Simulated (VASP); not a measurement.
Crystal: Cd.

```
Cd
1.0
     0.00000    3.21951    3.21951
     3.21951    0.00000    3.21951
     3.21951    3.21951    0.00000
Cd
2
Direct
  0.00000 0.00000 0.00000
  0.25000 0.25000 0.25000
```

* Program: VASP 6.6.1
* Task: relaxation of cell and atoms
* Functional: PBE
* Potentials or basis: VASP PAW PBE potentials, release 64 (Cd)
* Cutoff: 600 eV
* k mesh: 9 × 9 × 9
* Occupations: fermi-dirac, width 0.08 eV
* Spin: no spin polarisation

At the start: pressure 2.4 GPa; volume 33.37 Å³/atom.

**Question.** How do energy, volume and symmetry change on relaxing?

**Answer.** Over 4 steps the energy falls by 26.3 meV/atom and the volume is 37.60 Å³/atom (+12.7 %); space group Fd-3m (No. 227, to 0.05 Å).

Step by step:
```csv
step,energy change (eV),largest force (eV/Å),pressure (GPa),volume (Å³)
1,0.0000,0.0000,2.42,66.74
2,-0.0458,0.0000,0.70,71.72
3,-0.0515,0.0000,-0.22,76.41
4,-0.0525,0.0000,-0.01,75.19
```

Final structure:
```cif
data_structure
_symmetry_space_group_name_H-M 'P 1'
_symmetry_Int_Tables_number 1
_cell_length_a 4.7377
_cell_length_b 4.7377
_cell_length_c 4.7377
_cell_angle_alpha 60.000
_cell_angle_beta 60.000
_cell_angle_gamma 60.000
_cell_volume 75.19
loop_
_atom_site_label
_atom_site_type_symbol
_atom_site_fract_x
_atom_site_fract_y
_atom_site_fract_z
_atom_site_occupancy
Cd1 Cd 0.00000 0.00000 0.00000 1
Cd2 Cd 0.25000 0.25000 0.25000 1
```
